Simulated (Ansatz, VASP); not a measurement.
Two plane-wave programs on Co

```
CELL_PARAMETERS angstrom
2.45123 0.00000 0.00000
-1.22561 2.12282 0.00000
0.00000 0.00000 3.98735
ATOMIC_POSITIONS crystal
Co 0.33333 0.66667 0.25000
Co 0.66667 0.33333 0.75000
```

Change from the starting cell: volume scaled by 0.975, PAW files.

Alike in both runs: task electric field gradients; functional LDA; k mesh 17 × 17 × 9; occupations fermi-dirac, width 0.03 eV; collinear spin.

```csv
,VASP,Ansatz
version,VASP 6.6.1,Ansatz 0.2.0
potentials or method,"VASP PAW LDA potentials, release 64 (Co)","PAW with Ansatz's default frozen-core files, scalar-relativistic"
plane-wave cutoff (eV),520,420
valence electrons in the cell,18,34
```

|  | VASP | Ansatz | Ansatz less VASP |
| --- | --- | --- | --- |
| pressure (GPa) | -10.0 | -8.9 | +1.07 |
| traceless stress, the component that is largest in VASP (GPa) | -1.64 | -1.70 | -0.057 |
| net moment per atom (μB) | 1.52 | 1.55 | +0.032 |
| size of the moment on the site where the two differ most (μB) | 1.51 | 1.59 | +0.081 |
| size of Vzz on the site where it differs most (V/Å²) | 3.7 | 2.5 | -1.20 |

LDA's correlation is that of Perdew and Zunger in VASP and of Perdew and Wang (1992) in Ansatz. Site moments also hang on the region over which each program counts them. VASP's potentials hold 18 valence electrons a cell and Ansatz's 34, so a difference there can come from the potentials and not from the codes.
